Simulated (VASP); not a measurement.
# Ba in VASP: single point with PBE

Aim: the single point of Ba with PBE.

Program: VASP 6.6.1. These are calculated values, not measurements. Logs are shortened: lines on timing, memory, paths and dates and some standing lists are left out, and cuts for length are marked.

## Step 1: The cell of the first run

The cell holds a slab with vacuum, 4 atoms: a = 5.025 Å, b = 5.025 Å, c = 24.538 Å, α = 90.00°, β = 90.00°, γ = 90.00°.

## Step 2: Single point, PBE

Input file INCAR:

```
SYSTEM = Ba
  PREC = Accurate
  ENCUT = 520
  EDIFF = 1E-7
  ISMEAR = -1
  SIGMA = 0.05
  LREAL = .False.
  LASPH = .True.
  NELM = 80
  ALGO = Normal
  ISIF = 2
  LWAVE = .False.
  LCHARG = .True.
  LDIPOL = .True.
  IDIPOL = 3
  DIPOL = 0.5 0.5 0.500
  GGA = PE
  LELF = .True.
  LVHAR = .True.
  LVACPOTAV = .True.
  NBANDS = 28
```

Input file KPOINTS:

```
regular mesh
0
Gamma
  7 7 1
  0 0 0
```

Input file POSCAR:

```
Ba
1.0
    5.0249948434      0.0000000000      0.0000000000
    0.0000000000      5.0249948434      0.0000000000
    0.0000000000      0.0000000000     24.5375000000
Ba
4
Direct
    0.2500000000      0.2500000000      0.3461263328
    0.7500000000      0.7500000000      0.4530752031
    0.2500000000      0.2500000000      0.5469248890
    0.7500000000      0.7500000000      0.6538735745
```

Potentials or basis: VASP PAW PBE potentials, release 64 (Ba_sv).

The run is started by

```sh
$ cat potpaw_PBE.64/Ba_sv/POTCAR > POTCAR
$ mpirun -np 1 vasp_std > vasp.out
```

OUTCAR:

```text
SYSTEM = Ba
   PREC = Accurate
   ENCUT = 520
   EDIFF = 1E-7
   ISMEAR = -1
   LREAL = .False.
   LASPH = .True.
   NELM = 80
   ISIF = 2
   GGA = PE

 ion  position               nearest neighbor table
   1  0.250  0.250  0.346-   2 4.42   2 4.42   2 4.42   2 4.42
   2  0.750  0.750  0.453-   3 4.23   3 4.23   3 4.23   3 4.23   1 4.42   1 4.42   1 4.42   1 4.42

   3  0.250  0.250  0.547-   2 4.23   2 4.23   2 4.23   2 4.23   4 4.42   4 4.42   4 4.42   4 4.42

   4  0.750  0.750  0.654-   3 4.42   3 4.42   3 4.42   3 4.42

  LATTYP: Found a simple tetragonal cell.
 ALAT       =     5.0249948434
 C/A-ratio  =     4.8830895881

  Lattice vectors:

 A1 = (   5.0249948434,   0.0000000000,   0.0000000000)
 A2 = (   0.0000000000,   5.0249948434,   0.0000000000)
 A3 = (   0.0000000000,   0.0000000000,  24.5375000000)

Analysis of symmetry for initial positions (statically):
=====================================================================
 Subroutine PRICEL returns:
 Original cell was already a primitive cell.

 Routine SETGRP: Setting up the symmetry group for a
 simple tetragonal supercell.

 Subroutine GETGRP returns: Found 16 space group operations
 (whereof  4 operations were pure point group operations)
 out of a pool of 16 trial point group operations.

The static configuration has the point symmetry C_2h.
 The point group associated with its full space group is D_4h.

Analysis of symmetry for dynamics (positions and initial velocities):
=====================================================================
 Subroutine PRICEL returns:
 Original cell was already a primitive cell.

 Routine SETGRP: Setting up the symmetry group for a
 simple tetragonal supercell.

 Subroutine GETGRP returns: Found 16 space group operations
 (whereof  4 operations were pure point group operations)
 out of a pool of 16 trial point group operations.

The dynamic configuration has the point symmetry C_2h.
 The point group associated with its full space group is D_4h.

 Subroutine INISYM returns: Found 16 space group operations
 (whereof  4 operations are pure point group operations),
 and found     1 'primitive' translations

----------------------------------------------------------------------------------------

                                     Primitive cell

  volume of cell :     619.5859

  direct lattice vectors                    reciprocal lattice vectors
     5.024994843  0.000000000  0.000000000     0.199005179  0.000000000  0.000000000
     0.000000000  5.024994843  0.000000000     0.000000000  0.199005179  0.000000000
     0.000000000  0.000000000 24.537500000     0.000000000  0.000000000  0.040753948

  length of vectors
     5.024994843  5.024994843 24.537500000     0.199005179  0.199005179  0.040753948

  position of ions in fractional coordinates (direct lattice)
     0.250000000  0.250000000  0.346126333
     0.750000000  0.750000000  0.453075203
     0.250000000  0.250000000  0.546924889
     0.750000000  0.750000000  0.653873574

  ion indices of the primitive-cell ions
   primitive index   ion index
                 1           1
                 2           2
                 3           3
                 4           4

----------------------------------------------------------------------------------------

 KPOINTS: regular mesh

Automatic generation of k-mesh.
 Grid dimensions read from file:
 generate k-points for:    7    7    1

 Generating k-lattice:

  Cartesian coordinates                     Fractional coordinates (reciprocal lattice)
     0.028429311  0.000000000  0.000000000     0.142857143  0.000000000  0.000000000
     0.000000000  0.028429311  0.000000000     0.000000000  0.142857143  0.000000000
     0.000000000  0.000000000  0.040753948     0.000000000  0.000000000  1.000000000

  Length of vectors
     0.028429311  0.028429311  0.040753948

  Shift w.r.t. Gamma in fractional coordinates (k-lattice)
     0.000000000  0.000000000  0.000000000

 Subroutine IBZKPT returns following result:
 ===========================================

 Found     10 irreducible k-points:

 Following reciprocal coordinates:
            Coordinates               Weight
  0.000000  0.000000  0.000000      1.000000
  0.142857  0.000000  0.000000      4.000000
  0.285714  0.000000  0.000000      4.000000
  0.428571  0.000000  0.000000      4.000000
  0.142857  0.142857  0.000000      4.000000
  0.285714  0.142857  0.000000      8.000000
  0.428571  0.142857  0.000000      8.000000
  0.285714  0.285714  0.000000      4.000000
  0.428571  0.285714  0.000000      8.000000
  0.428571  0.428571  0.000000      4.000000
   k-points           NKPTS =     10   k-points in BZ     NKDIM =     10   number of bands    NBANDS=     28
   number of dos      NEDOS =    301   number of ions     NIONS =      4
   total plane-waves  NPLWV = 307200
   dimension x,y,z NGX =    40 NGY =   40 NGZ =  192
   dimension x,y,z NGXF=    80 NGYF=   80 NGZF=  384
   ions per type =               4
   NGX,Y,Z   is equivalent  to a cutoff of  13.23, 13.23, 13.01 a.u.
   NGXF,Y,Z  is equivalent  to a cutoff of  26.47, 26.47, 26.02 a.u.
 SYSTEM =  Ba
   PREC   = accura    normal or accurate (medium, high low for compatibility)
   ISTART =      0    job   : 0-new  1-cont  2-samecut
   ICHARG =      2    charge: 1-file 2-atom 10-const
   ISPIN  =      1    spin polarized calculation?
   LNONCOLLINEAR =      F non collinear calculations
   LSORBIT =      F    spin-orbit coupling
   LASPH  =      T    aspherical Exc in radial PAW
   ENCUT  =  520.0 eV  38.22 Ry    6.18 a.u.   9.34  9.34 45.62*2*pi/ulx,y,z
   NELM   =     80;   NELMIN=  2; NELMDL= -5     # of ELM steps
   EDIFF  = 0.1E-06   stopping-criterion for ELM
   LREAL  =      F    real-space projection
   EDIFFG = 0.1E-05   stopping-criterion for IOM
   NSW    =      0    number of steps for IOM
   IBRION =     -1    ionic relax: 0-MD 1-quasi-New 2-CG
   NFREE  =      0    steps in history (QN), initial steepest desc. (CG)
   ISIF   =      2    stress and relaxation
   ISYM   =      2    0-nonsym 1-usesym 2-fastsym
   POTIM  = 0.5000    time-step for ionic-motion
   TEBEG  =    0.0;   TEEND  =   0.0 temperature during run
   PSTRESS=    0.0 pullay stress
   NELECT =      40.0000    total number of electrons
   NUPDOWN=      -1.0000    fix difference up-down
   EMIN   =  10.00;   EMAX   =-10.00  energy-range for DOS
   EFERMI =   0.00;   METHOD = LEGACY
   ISMEAR =    -1;   SIGMA  =   0.05  broadening in eV -4-tet -1-fermi 0-gaus
   EFERMI_NEDOS =   21; number of points for ismear=-14 and -15
   IALGO  =     38    algorithm
   IMIX   =      4    mixing-type and parameters
     AMIX     =   0.40;   BMIX     =  1.00
     AMIX_MAG =   1.60;   BMIX_MAG =  1.00
  volume/ion in A,a.u.               =     154.90      1045.29
  Fermi-wavevector in a.u.,A,eV,Ry     =   0.656741  1.241061  5.868317  0.431309
  Thomas-Fermi vector in A             =   1.728029
   LORBIT       =      0    0 simple, 1 ext, 2 COOP (PROOUT), +10 PAW based schemes
   GGA     = PE    functional components
   LHFCALC =     F    Hartree Fock is set to
   AEXX    =    0.0000 exact exchange contribution
   IVDW    =     0    specifies the selected vdW correction
   LEPSILON=     F    determine dielectric tensor
   LRPA    =     F    only Hartree local field effects (RPA)
 non-spin polarized calculation
  energy-cutoff  :      520.00
  volume of cell :      619.59
 maximum number of plane-waves:     16767
 NGX is ok and might be reduce to    40
   NGX = 19   NGY = 19   NGZ = 91

 dipolmoment           0.000000      0.000000     -0.000000 electrons x Angstroem

 number of electron      39.9999994 magnetization

 dipolmoment           0.000000      0.000000      0.000000 electrons x Angstroem

 Free energy of the ion-electron system (eV)
  ---------------------------------------------------
  ext. energy  EPLUGINS =         0.00000000
  ---------------------------------------------------
  free energy    TOTEN  =        -6.64437635 eV

  energy without entropy =       -6.58302153  energy(sigma->0) =       -6.61369894

 E-fermi :  -0.5923     XC(G=0):  -3.7770

 val. band max:       -0.5945136222   @ k =   0.4286   0.2857   0.0000
 cond. band min:      -0.5908343929   @ k =   0.2857   0.0000   0.0000
 fundamental gap:      0.0036792293
 Fermi energy:        -0.5923381280

 k-point     1 :       0.0000    0.0000    0.0000
  band No.  band energies     occupation
      1     -30.1913      2.00000
      2     -30.1912      2.00000
      3     -29.3901      2.00000
      4     -29.3387      2.00000
      5     -15.3798      2.00000
      6     -15.3734      2.00000
[... 20 lines left out ...]
     27       0.9950      0.00000
     28       1.1281      0.00000

 k-point     2 :       0.1429    0.0000    0.0000
  band No.  band energies     occupation
      1     -30.1908      2.00000
      2     -30.1907      2.00000
      3     -29.3871      2.00000
      4     -29.3408      2.00000
      5     -15.3799      2.00000
      6     -15.3728      2.00000
[... 20 lines left out ...]
     27       0.8958      0.00000
     28       1.0039      0.00000

 k-point     3 :       0.2857    0.0000    0.0000
  band No.  band energies     occupation
      1     -30.1896      2.00000
      2     -30.1895      2.00000
      3     -29.3790      2.00000
      4     -29.3469      2.00000
      5     -15.3796      2.00000
      6     -15.3724      2.00000
[... 20 lines left out ...]
     27       0.5914      0.00000
     28       0.8427      0.00000

 k-point     4 :       0.4286    0.0000    0.0000
  band No.  band energies     occupation
      1     -30.1887      2.00000
      2     -30.1886      2.00000
      3     -29.3678      2.00000
      4     -29.3564      2.00000
      5     -15.3782      2.00000
      6     -15.3749      2.00000
[... 20 lines left out ...]
     27       0.7878      0.00000
     28       0.8935      0.00000

 k-point     5 :       0.1429    0.1429    0.0000
  band No.  band energies     occupation
      1     -30.1903      2.00000
      2     -30.1902      2.00000
      3     -29.3844      2.00000
      4     -29.3426      2.00000
      5     -15.3790      2.00000
      6     -15.3720      2.00000
[... 20 lines left out ...]
     27       0.7643      0.00000
     28       0.8782      0.00000

 k-point     6 :       0.2857    0.1429    0.0000
  band No.  band energies     occupation
      1     -30.1891      2.00000
      2     -30.1890      2.00000
      3     -29.3769      2.00000
      4     -29.3480      2.00000
      5     -15.3770      2.00000
      6     -15.3709      2.00000
[... 20 lines left out ...]
     27       0.6508      0.00000
     28       0.7311      0.00000

 k-point     7 :       0.4286    0.1429    0.0000
  band No.  band energies     occupation
      1     -30.1882      2.00000
      2     -30.1881      2.00000
      3     -29.3667      2.00000
      4     -29.3564      2.00000
      5     -15.3747      2.00000
      6     -15.3719      2.00000
[... 20 lines left out ...]
     27       0.6914      0.00000
     28       0.7358      0.00000

 k-point     8 :       0.2857    0.2857    0.0000
  band No.  band energies     occupation
      1     -30.1880      2.00000
      2     -30.1879      2.00000
      3     -29.3713      2.00000
      4     -29.3513      2.00000
      5     -15.3715      2.00000
      6     -15.3677      2.00000
[... 20 lines left out ...]
     27       0.4899      0.00000
     28       0.6488      0.00000

 k-point     9 :       0.4286    0.2857    0.0000
  band No.  band energies     occupation
      1     -30.1871      2.00000
      2     -30.1870      2.00000
      3     -29.3640      2.00000
      4     -29.3568      2.00000
      5     -15.3670      2.00000
      6     -15.3655      2.00000
[... 20 lines left out ...]
     27       0.5255      0.00000
     28       0.5902      0.00000

 k-point    10 :       0.4286    0.4286    0.0000
  band No.  band energies     occupation
      1     -30.1863      2.00000
      2     -30.1862      2.00000
      3     -29.3607      2.00000
      4     -29.3582      2.00000
      5     -15.3605      2.00000
      6     -15.3604      2.00000
[... 20 lines left out ...]
     27       0.7200      0.00000
     28       0.8255      0.00000

------------------------ aborting loop because EDIFF is reached ----------------------------------------

  FORCE on cell =-STRESS in cart. coord.  units (eV):
  Direction    XX          YY          ZZ          XY          YZ          ZX
  --------------------------------------------------------------------------------------
  -------------------------------------------------------------------------------------
  Total       -1.0505504     -1.0505504      0.0117619      0.0000000      0.0000000     -0.0000000
  in kB       -2.7166015     -2.7166015      0.0304149      0.0000000      0.0000000     -0.0000000
  external PRESSURE =      -1.8009294 kB  Pullay stress =       0.0000000 kB

 VOLUME and BASIS-vectors are now :
 -----------------------------------------------------------------------------
  energy-cutoff  :      520.00
  volume of cell :      619.59
      direct lattice vectors                 reciprocal lattice vectors
     5.024994843  0.000000000  0.000000000     0.199005179  0.000000000  0.000000000
     0.000000000  5.024994843  0.000000000     0.000000000  0.199005179  0.000000000
     0.000000000  0.000000000 24.537500000     0.000000000  0.000000000  0.040753948

 POSITION                                       TOTAL-FORCE (eV/Angst)
 -----------------------------------------------------------------------------------
      1.25625      1.25625      8.49307         0.000000      0.000000     -0.000427
      3.76875      3.76875     11.11733        -0.000000      0.000000     -0.005451
      1.25625      1.25625     13.42017         0.000000      0.000000      0.005451
      3.76875      3.76875     16.04442        -0.000000     -0.000000      0.000427
 -----------------------------------------------------------------------------------
    total drift:                                0.000000      0.000000     -0.000135

  FREE ENERGIE OF THE ION-ELECTRON SYSTEM (eV)
  ---------------------------------------------------
  free  energy   TOTEN  =        -6.6443763479 eV

  energy  without entropy=       -6.5830215281  energy(sigma->0) =       -6.61369894

 vacuum level on the upper side and lower side of the slab         1.725         1.725
```

Wall time 8.8 min (1 thread of AMD EPYC 7R43 (Zen 3), shared host); peak memory 0.64 GiB.

What came out:

- Free energy: -6.6444 eV
- Largest force: 0.005 eV/Å
- Band gap on the k mesh: zero (band 20 reaches -0.47 eV, above the bottom of band 21 at -0.99 eV)

Forces in eV/Å, atoms in the order of the input:
```
Ba   0.000  0.000  0.000
Ba   0.000  0.000 -0.005
Ba   0.000  0.000  0.005
Ba   0.000  0.000  0.000
```

Levels at points of the mesh, in eV from the Fermi level:
| k point | band 16 | band 17 | band 18 | band 19 | band 20 | band 21 | band 22 | band 23 | band 24 | band 25 |
| --- | --- | --- | --- | --- | --- | --- | --- | --- | --- | --- |
| (0.00, 0.00, 0.00) | -13.80 | -2.48 | -1.76 | -0.83 | -0.41 | -0.40 | 0.17 | 0.65 | 0.69 | 1.00 |

Caveat: spin-orbit coupling is left out, which moves the levels of the heavy elements.
